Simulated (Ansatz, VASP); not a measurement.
**CdSe in VASP and in Ansatz**

```
Cd Se
1.0
     0.02292    3.00352    2.99192
     3.03993   -0.01477    3.02961
     3.11477    3.11605   -0.08961
Cd Se
1 1
Direct
  0.93785 0.00711 0.04651
  0.70728 0.73652 0.78830
```

Alike in both runs: task single point; functional PBE; k mesh 4 × 4 × 4; no spin polarisation.

|  | VASP | Ansatz |
| --- | --- | --- |
| version | VASP 6.6.1 | Ansatz 0.2.0 |
| potentials or method | VASP PAW PBE potentials, release 64 (Cd, Se), cutoff 520 eV | plane waves, PAW |
| occupations | gaussian, width 0.01 eV | fixed |
| valence electrons in the cell | 18 | 36 |

```tsv
	VASP	Ansatz	Ansatz less VASP
pressure (GPa)	2.3	2.0	-0.31
traceless stress, the component that is largest in VASP (GPa)	-1.51	-1.48	+0.038
rms of the force components (eV/Å)	0.245	0.238	-0.0076
```

Atom by atom the forces differ by 0.008 eV/Å (rms over components). VASP's potentials hold 18 valence electrons a cell and Ansatz's 36, so a difference there can come from the potentials and not from the codes. Ansatz's warnings: stress scf threshold loose.

The k mesh is coarse, so the values compare programs but aren't converged.
